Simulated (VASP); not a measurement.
# C (P6/mmm) in VASP: notebook

Runs on C. Level: PBE. Tasks: single point, relaxation of cell and atoms.

Program: VASP 6.6.1. These are calculated values, not measurements. Logs are shortened: lines on timing, memory, paths and dates and some standing lists are left out, and cuts for length are marked.

## (1) The cell of the first run

It takes space group P6/mmm (No. 191, hexagonal). Conventional cell: a = 2.014 Å, b = 2.014 Å, c = 1.585 Å, α = 90.00°, β = 90.00°, γ = 120.00°. C (site symmetry 6/mmm) has 8 C at 1.59 to 2.01 Å within 2.1 Å.

## (2) Single point, PBE

Input file INCAR:

```
  PREC = Accurate
  ENCUT = 520
  EDIFF = 1E-6
  ISMEAR = 0
  SIGMA = 0.1
  LREAL = F
  LASPH = T
  NELM = 60
  ALGO = Normal
  ISIF = 2
  LWAVE = F
  LCHARG = F
  GGA = PE
  NBANDS = 8
```

Input file KPOINTS:

```
Automatic mesh
0
Gamma
  9 9 8
```

Input file POSCAR:

```
C
1.0
    2.0136422828      0.0000000000      0.0000000000
   -1.0068211414      1.7438653711      0.0000000000
    0.0000000000      0.0000000000      1.5850928224
C
1
Direct
    0.0000000000      0.0000000000      0.0000000000
```

Potentials or basis: VASP PAW PBE potentials, release 64 (C).

The run is started by

```bash
$ cat potpaw_PBE.64/C/POTCAR > POTCAR
$ mpirun -np 1 vasp_std > vasp.out
```

OUTCAR:

```text
PREC = Accurate
   ENCUT = 520
   EDIFF = 1E-6
   ISMEAR = 0
   LREAL = F
   LASPH = T
   NELM = 60
   ISIF = 2
   GGA = PE

 ion  position               nearest neighbor table
   1  0.000  0.000  0.000-

  LATTYP: Found a hexagonal cell.
 ALAT       =     2.0136422828
 C/A-ratio  =     0.7871769658

  Lattice vectors:

 A1 = (   2.0136422828,   0.0000000000,   0.0000000000)
 A2 = (  -1.0068211414,   1.7438653711,   0.0000000000)
 A3 = (   0.0000000000,   0.0000000000,   1.5850928224)

Analysis of symmetry for initial positions (statically):
=====================================================================
 Subroutine PRICEL returns:
 Original cell was already a primitive cell.

 Routine SETGRP: Setting up the symmetry group for a
 hexagonal supercell.

 Subroutine GETGRP returns: Found 24 space group operations
 (whereof 24 operations were pure point group operations)
 out of a pool of 24 trial point group operations.

The static configuration has the point symmetry D_6h.

Analysis of symmetry for dynamics (positions and initial velocities):
=====================================================================
 Subroutine PRICEL returns:
 Original cell was already a primitive cell.

 Routine SETGRP: Setting up the symmetry group for a
 hexagonal supercell.

 Subroutine GETGRP returns: Found 24 space group operations
 (whereof 24 operations were pure point group operations)
 out of a pool of 24 trial point group operations.

The dynamic configuration has the point symmetry D_6h.

 Subroutine INISYM returns: Found 24 space group operations
 (whereof 24 operations are pure point group operations),
 and found     1 'primitive' translations

----------------------------------------------------------------------------------------

                                     Primitive cell

  volume of cell :       5.5661

  direct lattice vectors                    reciprocal lattice vectors
     2.013642283  0.000000000  0.000000000     0.496612536  0.286719381  0.000000000
    -1.006821141  1.743865371  0.000000000     0.000000000  0.573438762  0.000000000
     0.000000000  0.000000000  1.585092822     0.000000000  0.000000000  0.630877880

  length of vectors
     2.013642283  2.013642283  1.585092822     0.573438762  0.573438762  0.630877880

[... 72 lines left out ...]
   ISPIN  =      1    spin polarized calculation?
   LNONCOLLINEAR =      F non collinear calculations
   LSORBIT =      F    spin-orbit coupling
   LASPH  =      T    aspherical Exc in radial PAW
   ENCUT  =  520.0 eV  38.22 Ry    6.18 a.u.   3.74  3.74  2.95*2*pi/ulx,y,z
   NELM   =     60;   NELMIN=  2; NELMDL= -5     # of ELM steps
   EDIFF  = 0.1E-05   stopping-criterion for ELM
   LREAL  =      F    real-space projection
   EDIFFG = 0.1E-04   stopping-criterion for IOM
   NSW    =      0    number of steps for IOM
   IBRION =     -1    ionic relax: 0-MD 1-quasi-New 2-CG
   NFREE  =      0    steps in history (QN), initial steepest desc. (CG)
   ISIF   =      2    stress and relaxation
   ISYM   =      2    0-nonsym 1-usesym 2-fastsym
   POTIM  = 0.5000    time-step for ionic-motion
   TEBEG  =    0.0;   TEEND  =   0.0 temperature during run
   PSTRESS=    0.0 pullay stress
   NELECT =       4.0000    total number of electrons
   NUPDOWN=      -1.0000    fix difference up-down
   EMIN   =  10.00;   EMAX   =-10.00  energy-range for DOS
   EFERMI =   0.00;   METHOD = LEGACY
   ISMEAR =     0;   SIGMA  =   0.10  broadening in eV -4-tet -1-fermi 0-gaus
   EFERMI_NEDOS =   21; number of points for ismear=-14 and -15
   IALGO  =     38    algorithm
   IMIX   =      4    mixing-type and parameters
     AMIX     =   0.40;   BMIX     =  1.00
     AMIX_MAG =   1.60;   BMIX_MAG =  1.00
  volume/ion in A,a.u.               =       5.57        37.56
  Fermi-wavevector in a.u.,A,eV,Ry     =   1.466374  2.771046 29.255976  2.150254
  Thomas-Fermi vector in A             =   2.582119
   LORBIT       =      0    0 simple, 1 ext, 2 COOP (PROOUT), +10 PAW based schemes
   GGA     = PE    functional components
   LHFCALC =     F    Hartree Fock is set to
   AEXX    =    0.0000 exact exchange contribution
   IVDW    =     0    specifies the selected vdW correction
   LEPSILON=     F    determine dielectric tensor
   LRPA    =     F    only Hartree local field effects (RPA)
 non-spin polarized calculation
 Gauss-broadening in eV      SIGMA  =   0.10
  energy-cutoff  :      520.00
  volume of cell :        5.57
 maximum number of plane-waves:       159
 NGX is ok and might be reduce to    16
   NGX =  7   NGY =  7   NGZ =  5

 number of electron       3.9999999 magnetization

 Free energy of the ion-electron system (eV)
  ---------------------------------------------------
  ext. energy  EPLUGINS =         0.00000000
  ---------------------------------------------------
  free energy    TOTEN  =        -6.34549145 eV

  energy without entropy =       -6.34501345  energy(sigma->0) =       -6.34525245

 E-fermi :  11.2227     XC(G=0): -13.8882

 val. band max:       11.1642543887   @ k =   0.4444   0.1111   0.0000
 cond. band min:      11.3486864663   @ k =   0.2222  -0.0000   0.0000
 fundamental gap:      0.1844320776
 Fermi energy:        11.2227354406

 k-point     1 :       0.0000    0.0000    0.0000
  band No.  band energies     occupation
      1     -11.2622      2.00000
      2      17.8154      0.00000
      3      17.8154      0.00000
      4      27.5348      0.00000
      5      37.0960      0.00000
      6      40.4826      0.00000
      7      40.4826      0.00000
      8      45.3577      0.00000
[... 243 lines left out ...]
 k-point    24 :       0.3333    0.3333    0.1250
  band No.  band energies     occupation
      1       1.0405      2.00000
      2       3.7115      2.00000
      3       3.7115      2.00000
      4      27.3427      0.00000
      5      40.8758      0.00000
      6      40.8758      0.00000
      7      53.7530      0.00000
      8      53.7530      0.00000

 [... further k-points ...]
[... 5 lines left out ...]
  --------------------------------------------------------------------------------------
  -------------------------------------------------------------------------------------
  Total        0.0073944      0.0073944      0.0188054      0.0000000      0.0000000      0.0000000
  in kB        2.1284522      2.1284522      5.4130549      0.0000000      0.0000000      0.0000000
  external PRESSURE =       3.2233198 kB  Pullay stress =       0.0000000 kB

 VOLUME and BASIS-vectors are now :
 -----------------------------------------------------------------------------
  energy-cutoff  :      520.00
  volume of cell :        5.57
      direct lattice vectors                 reciprocal lattice vectors
     2.013642283  0.000000000  0.000000000     0.496612536  0.286719381  0.000000000
    -1.006821141  1.743865371  0.000000000     0.000000000  0.573438762  0.000000000
     0.000000000  0.000000000  1.585092822     0.000000000  0.000000000  0.630877880

 POSITION                                       TOTAL-FORCE (eV/Angst)
 -----------------------------------------------------------------------------------
      0.00000      0.00000      0.00000         0.000000      0.000000      0.000000
 -----------------------------------------------------------------------------------
    total drift:                                0.000000      0.000000     -0.000000

  FREE ENERGIE OF THE ION-ELECTRON SYSTEM (eV)
  ---------------------------------------------------
  free  energy   TOTEN  =        -6.3454914462 eV

  energy  without entropy=       -6.3450134450  energy(sigma->0) =       -6.34525245
```

OSZICAR:

```text
N       E                     dE             d eps       ncg     rms          rms(c)
DAV:   1    -0.450439757622E+01   -0.45044E+01   -0.25554E+03  1104   0.497E+02
DAV:   2    -0.639125623641E+01   -0.18869E+01   -0.16229E+01  1288   0.306E+01
DAV:   3    -0.639497426881E+01   -0.37180E-02   -0.37180E-02  1096   0.152E+00
DAV:   4    -0.639497489982E+01   -0.63101E-06   -0.63086E-06  1400   0.191E-02
DAV:   5    -0.639497489954E+01    0.27950E-09   -0.18117E-10  1096   0.555E-05    0.238E+00
DAV:   6    -0.635883847581E+01    0.36136E-01   -0.24186E-02  1056   0.965E-01    0.142E+00
DAV:   7    -0.634538164085E+01    0.13457E-01   -0.36987E-02  1120   0.122E+00    0.172E-01
DAV:   8    -0.634548601269E+01   -0.10437E-03   -0.54818E-04  1040   0.207E-01    0.175E-02
DAV:   9    -0.634549078118E+01   -0.47685E-05   -0.36023E-06  1304   0.178E-02    0.875E-03
DAV:  10    -0.634549144624E+01   -0.66506E-06   -0.42972E-07   640   0.516E-03
   1 F= -.63454914E+01 E0= -.63452524E+01  d E =-.478001E-03
```

Wall time 1.3 s (1 thread of Intel Xeon 6975P-C (Granite Rapids), shared host); peak memory 0.1 GiB.

Results:

- Free energy: -6.3455 eV
- Pressure: 0.3 GPa
- Band gap on the k mesh: zero (band 2 reaches 18.44 eV, above the bottom of band 3 at 2.89 eV)

Stress tensor (GPa, compression positive):
```
0.21 0.00 0.00
0.00 0.21 0.00
0.00 0.00 0.54
```

Caveat: the k points lie up to 0.50 Å⁻¹ apart.

## (3) Single point, PBE

This run uses another cell than the first one, of 11.09 Å³/atom, 1.992 times its volume.

Input file INCAR:

```
SYSTEM = C
  PREC = Accurate
  ENCUT = 520
  EDIFF = 1E-6
  ISMEAR = 0
  SIGMA = 0.1
  LREAL = .False.
  LASPH = .True.
  NELM = 60
  ALGO = Normal
  ISIF = 2
  LWAVE = .False.
  LCHARG = .True.
  GGA = PE
  LELF = .True.
  LVHAR = .True.
  NBANDS = 8
```

Input file KPOINTS:

```
regular mesh
0
Gamma
  9 9 8
  0 0 0
```

Input file POSCAR:

```
C
1.0
    2.3928760052      0.0000000000      0.0000000000
   -1.1964380026      2.0722914086      0.0000000000
    0.0000000000      0.0000000000      2.2358435174
C
1
Direct
    0.0000000000      0.0000000000      0.0000000000
```

Potentials or basis: VASP PAW PBE potentials, release 64 (C).

The run is started by

```bash
$ cat potpaw_PBE.64/C/POTCAR > POTCAR
$ mpirun -np 1 vasp_std > vasp.out
```

Wall time 2 s (1 thread of Intel Xeon 6975P-C (Granite Rapids), shared host); peak memory 0.11 GiB.

It converged, with:

| Property | Result |
| --- | --- |
| Free energy | -4.5731 eV |
| Pressure | -40.1 GPa |
| Band gap on the k mesh | zero (band 2 reaches 7.60 eV, above the bottom of band 3 at -0.26 eV) |

Stress tensor (GPa, compression positive):
```
-35.82   0.00   0.00
  0.00 -35.82   0.00
  0.00   0.00 -48.62
```

Levels at points of the mesh, in eV from the Fermi level:
```
           k point  band 1  band 2  band 3  band 4  band 5  band 6  band 7
(0.00, 0.00, 0.00)  -14.02    5.03    5.29    5.29   18.46   20.72   25.33
(0.00, 0.00, 0.50)   -9.70   -5.55    6.47    6.47   20.03   26.17   30.03
```

## (4) Relaxation of cell and atoms, PBE

This run uses another cell than the first one, of 11.09 Å³/atom, 1.992 times its volume.

Input file INCAR:

```
PREC = Accurate
ENCUT = 600
EDIFF = 1E-7
ISMEAR = 0
SIGMA = 0.1
LREAL = False
LASPH = True
NELM = 60
ALGO = Normal
ISIF = 3
LWAVE = False
LCHARG = False
GGA = PE
IBRION = 2
NSW = 90
EDIFFG = -0.04
```

Input file KPOINTS:

```
regular mesh
0
Gamma
  9 9 8
```

POSCAR is that of step 3.

The run is started by

```bash
$ cat potpaw_PBE.64/C/POTCAR > POTCAR
$ mpirun -np 1 vasp_std > vasp.out
```

It took 16 s on 1 thread of Intel Xeon 6975P-C (Granite Rapids), shared host; peak memory 0.12 GiB.

The run converged. Its results:

- Free energy: -6.3546 eV
- Relaxed volume: 5.57 Å³/atom
- Relaxed cell: a = 2.015 Å, b = 2.015 Å, c = 1.586 Å, α = 90.00°, β = 90.00°, γ = 120.00°
- Space group after relaxing (to 0.05 Å): P6/mmm (No. 191)
- Energy gained by relaxing: 1781.5 meV/atom
- Ionic steps: 16
- Pressure after relaxing: -0.5 GPa
- Band gap on the k mesh: zero (band 2 reaches 18.39 eV, above the bottom of band 3 at 2.88 eV)

Stress tensor (GPa, compression positive):
```
-0.53  0.00  0.00
 0.00 -0.53  0.00
 0.00  0.00 -0.42
```

Step by step:
```
step  energy change (eV)  largest force (eV/Å)  pressure (GPa)  volume (Å³)
   1              0.0000                0.0000          -40.16        11.09
   2             -1.1829                0.0000          -48.04         7.19
   3             56.3444                0.0000        13910.95         1.05
   4             -1.2715                0.0000          -47.66         6.95
   5              1.2429                0.0000          629.96         3.16
   6             -1.5043                0.0000          -35.03         6.22
   7             -1.6040                0.0000           58.21         4.83
   8             -1.6594                0.0000           -1.58         5.46
   9             -1.6662                0.0000            7.46         5.34
  10             -0.4983                0.0000          262.90         4.34
  11             -1.7293                0.0000           36.65         5.09
  12             -1.7356                0.0000           28.75         5.14
  13             -1.7695                0.0000          -14.41         5.82
  14             -1.7805                0.0000           -2.36         5.59
  15             -1.7769                0.0000            3.79         5.55
  16             -1.7815                0.0000           -0.49         5.57
```

Final structure:
```xyz
1
Lattice="2.0148 0.0000 0.0000 -1.0074 1.7449 0.0000 0.0000 0.0000 1.5857" Properties=species:S:1:pos:R:3 pbc="T T T"
C     0.0000    0.0000    0.0000
```

Levels at points of the mesh, in eV from the Fermi level:
```
           k point  band 1  band 2  band 3  band 4  band 5  band 6
(0.00, 0.00, 0.00)  -22.46    6.58    6.58   16.29   25.84   29.24
(0.00, 0.00, 0.50)  -12.18   -8.97   12.05   12.05   28.11   39.05
```

Caveat: the volume moved by over 15 % at a fixed basis, so the end points are rough.

## (5) The runs side by side

| task | cell | cutoff (eV) | gap on the mesh (eV) | pressure (GPa) |
| --- | --- | --- | --- | --- |
| single point | a = 2.014, b = 2.014, c = 1.585 Å, angles 90.0, 90.0, 120.0°, 1 atom | 520 | none | 0.3 |
| single point | a = 2.393, b = 2.393, c = 2.236 Å, angles 90.0, 90.0, 120.0°, 1 atom | 520 | none | -40.1 |
| relaxation of cell and atoms | relaxed from a = 2.393, b = 2.393, c = 2.236 Å, angles 90.0, 90.0, 120.0°, 1 atom | 600 | none | -0.5 |

Alike in all rows: level PBE; potentials or basis VASP PAW PBE potentials, release 64 (C); no spin polarisation; k mesh 9 × 9 × 8; smearing gaussian 0.1 eV.

Caveats: some runs use coarse meshes; the volume moved by over 15 % at a fixed basis, so the end points are rough (some runs).

Absolute energies hang on the potentials; compare differences alone.
